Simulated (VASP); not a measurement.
# GaF (F-43m) in VASP: further runs, part 2 of 2

VASP 6.6.1. Earlier steps stand in the parts before.

### 4 Elastic constants, PBE

INCAR

```
SYSTEM = GaF
  ALGO = Normal
  EDIFF = 1E-8
  ENCUT = 600
  GGA = PE
  IBRION = 6
  ISIF = 3
  ISMEAR = -1
  LASPH = .True.
  LCHARG = .True.
  LREAL = .False.
  LWAVE = .False.
  NELM = 60
  NFREE = 2
  NSW = 1
  POTIM = 0.015
  PREC = Accurate
  SIGMA = 0.05
```

KPOINTS

```
k-points
0
Gamma
  6 6 6
  0 0 0
```

POSCAR

```
GaF
1.0
    0.0000000000      2.8462400000      2.8462400000
    2.8462400000      0.0000000000      2.8462400000
    2.8462400000      2.8462400000      0.0000000000
Ga F
1 1
Direct
    0.2500000000      0.2500000000      0.2500000000
    0.0000000000      0.0000000000      0.0000000000
```

Potentials or basis: VASP PAW PBE potentials, release 64 (Ga_d, F).

Run with:

```
cat potpaw_PBE.64/Ga_d/POTCAR potpaw_PBE.64/F/POTCAR > POTCAR
mpirun -np 1 vasp_std > vasp.out
```

OUTCAR:

```text
SYSTEM = GaF
   EDIFF = 1E-8
   ENCUT = 600
   GGA = PE
   IBRION = 6
   ISIF = 3
   ISMEAR = -1
   LASPH = .True.
   LREAL = .False.
   NELM = 60
   NFREE = 2
   NSW = 1
   POTIM = 0.015
   PREC = Accurate

 ion  position               nearest neighbor table
   1  0.250  0.250  0.250-
   2  0.000  0.000  0.000-

  LATTYP: Found a face centered cubic cell.
 ALAT       =     5.6924800000

  Lattice vectors:

 A1 = (   0.0000000000,   2.8462400000,   2.8462400000)
 A2 = (   2.8462400000,   0.0000000000,   2.8462400000)
 A3 = (   2.8462400000,   2.8462400000,   0.0000000000)

Analysis of symmetry for initial positions (statically):
=====================================================================
 Subroutine PRICEL returns:
 Original cell was already a primitive cell.

 Routine SETGRP: Setting up the symmetry group for a
 face centered cubic supercell.

 Subroutine GETGRP returns: Found 24 space group operations
 (whereof 24 operations were pure point group operations)
 out of a pool of 48 trial point group operations.

The static configuration has the point symmetry T_d .

Analysis of symmetry for dynamics (positions and initial velocities):
=====================================================================
 Subroutine PRICEL returns:
 Original cell was already a primitive cell.

 Routine SETGRP: Setting up the symmetry group for a
 face centered cubic supercell.

 Subroutine GETGRP returns: Found 24 space group operations
 (whereof 24 operations were pure point group operations)
 out of a pool of 48 trial point group operations.

The dynamic configuration has the point symmetry T_d .

 Subroutine INISYM returns: Found 24 space group operations
 (whereof 24 operations are pure point group operations),
 and found     1 'primitive' translations

----------------------------------------------------------------------------------------

                                     Primitive cell

  volume of cell :      46.1152

  direct lattice vectors                    reciprocal lattice vectors
     0.000000000  2.846240000  2.846240000    -0.175670358  0.175670358  0.175670358
     2.846240000  0.000000000  2.846240000     0.175670358 -0.175670358  0.175670358
     2.846240000  2.846240000  0.000000000     0.175670358  0.175670358 -0.175670358

  length of vectors
     4.025191210  4.025191210  4.025191210     0.304269986  0.304269986  0.304269986

  position of ions in fractional coordinates (direct lattice)
     0.250000000  0.250000000  0.250000000
     0.000000000  0.000000000  0.000000000

[... 226 lines left out ...]

------------------------ aborting loop because EDIFF is reached ----------------------------------------
[... 67 lines left out ...]
--------------------------------------- Ionic step       17  -------------------------------------------

 number of electron      20.0000007 magnetization

 Free energy of the ion-electron system (eV)
  ---------------------------------------------------
  ext. energy  EPLUGINS =         0.00000000
  ---------------------------------------------------
  free energy    TOTEN  =        -7.54055695 eV

  energy without entropy =       -7.54055695  energy(sigma->0) =       -7.54055695

 E-fermi :   1.0888     XC(G=0):  -7.9744

 val. band max:       -0.0530003448   @ k =   0.5000   0.1667  -0.3333
 cond. band min:       2.2191642430   @ k =   0.5000   0.5000   0.0000
 fundamental gap:      2.2721645878
 Fermi energy:         1.0888414529

 k-point     1 :       0.0000    0.0000    0.0000
  band No.  band energies     occupation
      1     -21.8498      2.00000
      2     -13.4887      2.00000
      3     -13.4884      2.00000
      4     -13.4881      2.00000
      5     -13.4666      2.00000
      6     -13.4666      2.00000
      7      -3.9852      2.00000
      8      -3.3118      2.00000
      9      -3.2982      2.00000
     10      -3.2855      2.00000
     11       6.4657      0.00000
     12       6.4822      0.00000
     13       6.4999      0.00000
     14       9.8972      0.00000
[... 377 lines left out ...]
      1     -21.8030      2.00000
      2     -13.4818      2.00000
      3     -13.4767      2.00000
      4     -13.4635      2.00000
      5     -13.4585      2.00000
      6     -13.4422      2.00000
      7      -5.1191      2.00000
      8      -3.6811      2.00000
      9      -3.4967      2.00000
     10      -0.7611      2.00000
     11       2.9925      0.00000
     12       5.4342      0.00000
     13       6.2672      0.00000
     14      10.1818      0.00000

 [... further k-points ...]
[... 5 lines left out ...]
  --------------------------------------------------------------------------------------
  -------------------------------------------------------------------------------------
  Total       -0.0438795     -0.0443145     -0.0443145      0.0000000      0.0034723      0.0000000
  in kB       -1.5245010     -1.5396146     -1.5396146      0.0000000      0.1206382      0.0000000
  external PRESSURE =      -1.5345767 kB  Pullay stress =       0.0000000 kB
[... 17 lines left out ...]
  FREE ENERGIE OF THE ION-ELECTRON SYSTEM (eV)
  ---------------------------------------------------
  free  energy   TOTEN  =        -7.5405569519 eV

  energy  without entropy=       -7.5405569519  energy(sigma->0) =       -7.54055695

 INTERNAL STRAIN TENSORS FROM STRAINED CELLS
 ============================================

 INTERNAL STRAIN TENSOR FOR ION    1 for displacements in x,y,z  (eV/Angst):
          X           Y           Z          XY          YZ          ZX
  --------------------------------------------------------------------------------
  x    -0.00000    -0.00000     0.00000     0.00000     0.23055    -0.00000
  y    -0.00000    -0.00000     0.00000     0.00000     0.00000     0.22864
  z    -0.00000    -0.00000     0.00000     0.23022     0.00000    -0.00000

 INTERNAL STRAIN TENSORS FROM DISPLACED ATOMS
 ============================================

 INTERNAL STRAIN TENSOR FOR ION    1 for displacements in x,y,z  (eV/Angst):
          X           Y           Z          XY          YZ          ZX
  --------------------------------------------------------------------------------
  x     0.00000     0.00000     0.00000     0.00000     0.23533     0.00000
  y     0.00000     0.00000     0.00000     0.00000     0.00000     0.23533
  z     0.00000     0.00000     0.00000     0.23533     0.00000     0.00000

 INTERNAL STRAIN TENSOR FOR ION    2 for displacements in x,y,z  (eV/Angst):
          X           Y           Z          XY          YZ          ZX
  --------------------------------------------------------------------------------
  x     0.00000    -0.00000    -0.00000     0.00000    -0.23251     0.00000
  y     0.00000     0.00000     0.00000     0.00000     0.00000    -0.23251
  z    -0.00000    -0.00000     0.00000    -0.23251     0.00000     0.00000

 Eigenvectors and eigenvalues of the dynamical matrix
 ----------------------------------------------------

   1 f  =    1.940673 THz    12.193609 2PiTHz   64.733889 cm-1     8.025976 meV
             X         Y         Z           dx          dy          dz
      1.423120  1.423120  1.423120    -0.000000   -0.485979    0.000000
      0.000000  0.000000  0.000000     0.000000    0.873970    0.000000
[... 21 lines left out ...]
   6 f/i=    0.051236 THz     0.321926 2PiTHz    1.709055 cm-1     0.211896 meV
             X         Y         Z           dx          dy          dz
      1.423120  1.423120  1.423120     0.815500   -0.312131    0.036859
      0.000000  0.000000  0.000000     0.453466   -0.173563    0.020496

--------------------------------------------------------------------------------------------------------

 ELASTIC MODULI CONTR FROM IONIC RELAXATION (kBar)
 Direction    XX          YY          ZZ          XY          YZ          ZX
 --------------------------------------------------------------------------------
 XX          -0.0000     -0.0000     -0.0000     -0.0000     -0.0000      0.0000
 YY          -0.0000     -0.0000     -0.0000     -0.0000     -0.0000     -0.0000
 ZZ          -0.0000     -0.0000     -0.0000     -0.0000     -0.0000      0.0000
 XY          -0.0000     -0.0000     -0.0000     -7.9627      0.0000      0.0000
 YZ          -0.0000     -0.0000     -0.0000      0.0000     -7.9627      0.0000
 ZX           0.0000     -0.0000      0.0000      0.0000      0.0000     -7.9627
 --------------------------------------------------------------------------------

 TOTAL ELASTIC MODULI (kBar)
 Direction    XX          YY          ZZ          XY          YZ          ZX
 --------------------------------------------------------------------------------
 XX         258.6171    256.1119    256.1119      0.0000     -0.0000     -0.0000
 YY         256.1119    258.6171    256.1119     -0.0000     -0.0000     -0.0000
 ZZ         256.1119    256.1119    258.6171     -0.0000      0.0000      0.0000
 XY           0.0000     -0.0000     -0.0000    -72.7498      0.0000     -0.0000
 YZ          -0.0000     -0.0000      0.0000      0.0000    -72.7498     -0.0000
 ZX          -0.0000     -0.0000      0.0000     -0.0000     -0.0000    -72.7498
 --------------------------------------------------------------------------------
```

stdout:

```text
POSCAR found type information on POSCAR GaF
 POSCAR found :  2 types and       2 ions
 scaLAPACK will be used
 LDA part: xc-table for (Slater+PW92), standard interpolation
 POSCAR, INCAR and KPOINTS ok, starting setup
 FFT: planning ... GRIDC
 FFT: planning ... GRID_SOFT
 FFT: planning ... GRID
 WAVECAR not read
 entering main loop
 Found     2 degrees of freedom:
 Adding 6 more for cell shape distortion
 Finite differences POTIM= 0.01500 DOF=   8
 bond charge predicted
 Finite differences progress:
 bond charge predicted
 Finite differences progress:
 bond charge predicted
 Finite differences progress:
 bond charge predicted
 Finite differences progress:
 bond charge predicted
 Finite differences progress:
 bond charge predicted
 Finite differences progress:
 bond charge predicted
 Finite differences progress:
 bond charge predicted
 Finite differences progress:
 bond charge predicted
 Finite differences progress:
 bond charge predicted
 Finite differences progress:
 bond charge predicted
 Finite differences progress:
 bond charge predicted
 Finite differences progress:
 bond charge predicted
 Finite differences progress:
 bond charge predicted
 Finite differences progress:
 bond charge predicted
 Finite differences progress:
 bond charge predicted
 Finite differences progress:
```

Wall time 5 min (1 thread of Intel Xeon Platinum 8488C (Sapphire Rapids), shared host); peak memory 0.25 GiB.

What came out:

```
Elastic constants C11, C12, C44                         : 26, 26, -7 GPa
Voigt bulk modulus                                      : 26 GPa
Highest phonon frequency at Γ, LO-TO splitting left out : 65 cm⁻¹
```

Phonon frequencies in cm⁻¹ (negative: imaginary):
| q point | frequencies |
| --- | --- |
| (0.000, 0.000, 0.000) | -2 -2 -2 65 65 65 |

Elastic tensor in Voigt notation (GPa, in the Cartesian axes of the cell as first typed):
```
26 26 26  0  0  0
26 26 26  0  0  0
26 26 26  0  0  0
 0  0  0 -7  0  0
 0  0  0  0 -7  0
 0  0  0  0  0 -7
```

Clamped-ion elastic tensor (GPa):
```
26 26 26  0  0  0
26 26 26  0  0  0
26 26 26  0  0  0
 0  0  0 -6  0  0
 0  0  0  0 -6  0
 0  0  0  0  0 -6
```

Caveat: the elastic tensor has a negative eigenvalue, so either the cell is unstable as it stands or the mesh is too thin.
